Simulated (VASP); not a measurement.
Set up this calculation in VASP 6.6.1, as the native input.

- Task: dielectric tensor
- Functional: r2SCAN
- Potentials or basis: VASP PAW PBE potentials, release 64 (B, As)
- Cutoff: 520 eV
- k mesh: 8 × 8 × 8
- Occupations: gaussian, width 0.01 eV
- Spin: no spin polarisation
- Dipole correction: no
- Further INCAR settings: ALGO = Normal; EDIFF = 1e-08

The structure of BAs lies in POSCAR:

```
BAs
1.0
    0.0000000000      2.3918698983      2.3918698983
    2.3918698983      0.0000000000      2.3918698983
    2.3918698983      2.3918698983      0.0000000000
B As
1 1
Direct
    0.0000000000      0.0000000000      0.0000000000
    0.2500000000      0.2500000000      0.2500000000
```

One way to write it, as run:

INCAR

```
ALGO     = Normal         # electronic algorithm
EDIFF    = 1E-8           # SCF threshold, eV
ENCUT    = 520            # plane-wave cutoff, eV
ISIF     = 2              # what is computed and relaxed
ISMEAR   = 0              # smearing method
LASPH    = T              # aspherical terms in the spheres
LCALCEPS = T            
LCHARG   = F              # write CHGCAR
LMIXTAU  = T            
LREAL    = F              # projectors in reciprocal space
LWAVE    = F              # write WAVECAR
METAGGA  = R2SCAN         # meta-GGA
NELM     = 60             # most SCF steps
PREC     = Accurate       # precision mode
SIGMA    = 0.01           # smearing width, eV
```

KPOINTS

```
k-points
0
Gamma
  8 8 8
```

Potentials or basis: VASP PAW PBE potentials, release 64 (B, As).

Launch:

```console
$ cat potpaw_PBE.64/B/POTCAR potpaw_PBE.64/As/POTCAR > POTCAR
$ mpirun -np 1 vasp_std > vasp.out
```

It gave:

The band gap on the k mesh is 1.39 eV (least direct gap 3.44 eV) and the electronic dielectric tensor (diagonal) is 9.20. The born charges (mean of the diagonal) is B -0.40; As +0.40 e.

Wall time 18 min on 1 thread of Intel(R) Xeon(R) 6975P-C (Granite Rapids), on a shared host, peak memory 0.3 GiB.
